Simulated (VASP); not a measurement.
Wanted: the native input for a VASP 6.6.1 run.

* Task: relaxation of cell and atoms
* Functional: PBEsol
* Potentials or basis: VASP PAW PBE potentials, release 64 (Ba_sv, Hf_pv, O)
* Cutoff: 600 eV
* k mesh: 6 × 6 × 6
* Occupations: gaussian, width 0.01 eV
* Spin: no spin polarisation
* Dipole correction: no
* Further INCAR settings: ALGO = Normal; EDIFF = 1e-06; IBRION = 2; EDIFFG = -0.02; NSW = 80; ISIF = 3

The structure of BaHfO3 lies in POSCAR:

```
BaHfO3
1.0
    4.1695670000      0.0000000000      0.0000000000
    0.0000000000      4.1695670000      0.0000000000
    0.0000000000      0.0000000000      4.1703770000
Ba Hf O
1 1 3
Direct
    0.5000000000      0.5000000000      0.9964250000
    0.0000000000      0.0000000000      0.4978750000
    0.0000000000      0.5000000000      0.4988900000
    0.5000000000      0.0000000000      0.4988900000
    0.0000000000      0.0000000000      0.9979410000
```

These files were run (other wordings do the same):

INCAR

```
SYSTEM = BaHfO3
PREC = Accurate
ENCUT = 600
EDIFF = 1E-6
ISMEAR = 0
SIGMA = 0.01
LREAL = .FALSE.
LASPH = .TRUE.
NELM = 100
ALGO = Normal
ISIF = 3
LWAVE = .FALSE.
LCHARG = .FALSE.
GGA = PS
IBRION = 2
NSW = 80
EDIFFG = -0.02
```

KPOINTS

```
Automatic mesh
0
G
  6 6 6
  0 0 0
```

Potentials or basis: VASP PAW PBE potentials, release 64 (Ba_sv, Hf_pv, O).

The run is started by

```bash
$ cat potpaw_PBE.64/Ba_sv/POTCAR potpaw_PBE.64/Hf_pv/POTCAR potpaw_PBE.64/O/POTCAR > POTCAR
$ mpirun -np 1 vasp_std > vasp.out
```

Results of the run:

```
Relaxed volume                         : 14.33 Å³/atom
Relaxed cell                           : a = 4.154 Å, b = 4.154 Å, c = 4.154 Å, α = 90.00°, β = 90.00°, γ = 90.00°
Space group after relaxing (to 0.05 Å) : Pm-3m (No. 221)
Energy gained by relaxing              : 1.1 meV/atom
Ionic steps                            : 5
Pressure after relaxing                : -0.1 GPa
Largest force after relaxing           : 0.017 eV/Å
Band gap on the k mesh                 : 3.50 eV, indirect (least direct gap 3.70 eV)
```

Caveat: the PAW data sets were made with another functional, which shifts forces and pressure a little; spin-orbit coupling is left out, which moves the levels of the heavy elements.

It took 2.2 min on 1 thread of Intel(R) Xeon(R) 6975P-C (Granite Rapids), on a shared host, peak memory 0.27 GiB.
